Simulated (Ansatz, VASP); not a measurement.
CoMo: VASP beside Ansatz

Contents of INCAR:

```
SYSTEM = CoMo
ALGO     = Normal         ! electronic algorithm
EDIFF    = 1E-7           ! SCF threshold, eV
ENCUT    = 520            ! plane-wave cutoff, eV
ISIF     = 2              ! what is computed and relaxed
ISMEAR   = -1             ! smearing method
ISPIN    = 2              ! spin polarisation
LASPH    = .True.         ! aspherical terms in the spheres
LCHARG   = .False.        ! write CHGCAR
LMAXMIX  = 4              ! l up to which the mixer works
LORBIT   = 11             ! projections on sites
LREAL    = .False.        ! projectors in reciprocal space
LWAVE    = .False.        ! write WAVECAR
MAGMOM   = 2 0            ! initial moments
NBANDS   = 22             ! bands
NELM     = 150            ! most SCF steps
PREC     = Accurate       ! precision mode
SIGMA    = 0.05           ! smearing width, eV
```

Contents of KPOINTS:

```
k-points
0
Gamma
  14 14 8
  0 0 0
```

The input POSCAR:

```
CoMo
1.0
    2.6949279053      0.0000000000      0.0000000000
   -1.3474639526      2.3338760273      0.0000000000
    0.0000000000      0.0000000000      4.1836180000
Co Mo
1 1
Direct
    0.6666666667      0.3333333333      0.5000000000
    0.3333333333      0.6666666667      0.0000000000
```

Input for Ansatz:

```yaml
crystal:
  lattice:
    - [2.6949279053, 0.0, 0.0]
    - [-1.3474639526, 2.3338760273, 0.0]
    - [0.0, 0.0, 4.183618]
  atoms:
    - { symbol: Co, position: [0.6666666667, 0.3333333333, 0.5], spin: 2.0 }
    - { symbol: Mo, position: [0.3333333333, 0.6666666667, 0.0] }
magnetization:
  spin_polarized: true
kpoints:
  mp_grid: { grid: [14, 14, 8] }
scf:
  occupations: { method: fermi_dirac, width: 0.05 }
hamiltonian:
  xc: lda
  pseudopotentials: { kind: all_electron, lapw: { basis_error: 0.001 } }
output:
  forces: true
  stress: true
  eigenvalues: false
  populations: true
```

Alike in both runs: task single point; functional LDA; k mesh 14 × 14 × 8; occupations fermi-dirac, width 0.05 eV; collinear spin.

|  | VASP | Ansatz |
| --- | --- | --- |
| version | VASP 6.6.1 | Ansatz 0.2.0 |
| potentials or method | VASP PAW LDA potentials, release 64 (Co, Mo_sv), cutoff 520 eV | all-electron LAPW, scalar-relativistic |

```tsv
	VASP	Ansatz	Ansatz less VASP
pressure (GPa)	-12.6	-13.1	-0.42
traceless stress, the component that is largest in VASP (GPa)	-0.66	-0.15	+0.511
net moment per atom (μB)	0.16	0.19	+0.037
size of the moment on the site where the two differ most (μB)	0.34	0.44	+0.093
```

LDA's correlation is that of Perdew and Zunger in VASP and of Perdew and Wang (1992) in Ansatz. Site moments also hang on the region over which each program counts them. Ansatz ran all-electron here, and VASP with PAW potentials.
